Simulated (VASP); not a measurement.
Input of a VASP 6.6.1 run:

INCAR

```
SYSTEM = SrCl2
PREC     = Accurate       ! precision mode
ENCUT    = 520            ! plane-wave cutoff, eV
EDIFF    = 1E-7           ! SCF threshold, eV
ISMEAR   = -1             ! smearing method
SIGMA    = 0.052          ! smearing width, eV
LREAL    = .FALSE.        ! projectors in reciprocal space
LASPH    = .TRUE.         ! aspherical terms in the spheres
NELM     = 60             ! most SCF steps
ALGO     = Normal         ! electronic algorithm
ISIF     = 2              ! what is computed and relaxed
LWAVE    = .FALSE.        ! write WAVECAR
LCHARG   = .FALSE.        ! write CHGCAR
GGA      = PE             ! functional
NBANDS   = 60             ! bands
```

File KPOINTS:

```
regular mesh
0
G
  3 3 2
  0 0 0
```

The input POSCAR:

```
SrCl2
1.0
    8.9026140000      0.0000000000      0.0000000000
   -4.4513070000      7.7098900000      0.0000000000
    0.0000000000      0.0000000000      5.6520080000
Sr Cl
4 8
Direct
   -0.0153368993      0.0011343871     -0.0165910947
    0.0086247278      0.5044865750      0.0339180341
    0.5010179671      0.0028817532     -0.0226383261
    0.4876058416      0.4902300811     -0.0031868320
    0.1657600843      0.3249746754      0.2476339382
    0.3328817250      0.1616467939      0.7704642315
    0.1616065176      0.8369252998      0.2689076165
    0.3399421301      0.6696881538      0.7531592312
    0.6705989822      0.3269581019      0.2812731334
    0.8618914533      0.1844507509      0.7688642691
    0.6851732405      0.8373385353      0.2492754787
    0.8040699287      0.6454866412      0.7092028178
```

Potentials or basis: VASP PAW PBE potentials, release 64 (Sr_sv, Cl).

Launch:

```sh
$ cat potpaw_PBE.64/Sr_sv/POTCAR potpaw_PBE.64/Cl/POTCAR > POTCAR
$ mpirun -np 1 vasp_std > vasp.out
```

What does it give for the largest force?

1.330 eV/Å.

Estimate the pressure.

0.4 GPa.

Predict the band gap on the k mesh.

4.84 eV.

Forces in eV/Å, atoms in the order of the input:
```
Sr   1.091 -0.749  0.131
Sr  -0.518  0.200 -0.092
Sr   0.294  0.046  0.567
Sr   0.657  0.345  0.208
Cl  -0.008  0.045  0.153
Cl  -0.202  0.014 -0.246
Cl   0.160  0.104 -0.464
Cl  -0.192 -0.103  0.105
Cl  -0.078 -0.144 -0.636
Cl  -0.840  0.238 -0.422
Cl  -0.618 -0.167 -0.131
Cl   0.253  0.171  0.827
```

Caveat: the k points lie up to 0.56 Å⁻¹ apart; the atoms stand as in a frame of molecular dynamics; forces of over 1 eV/Å act on the atoms, so gaps and moduli don't describe the material at rest.
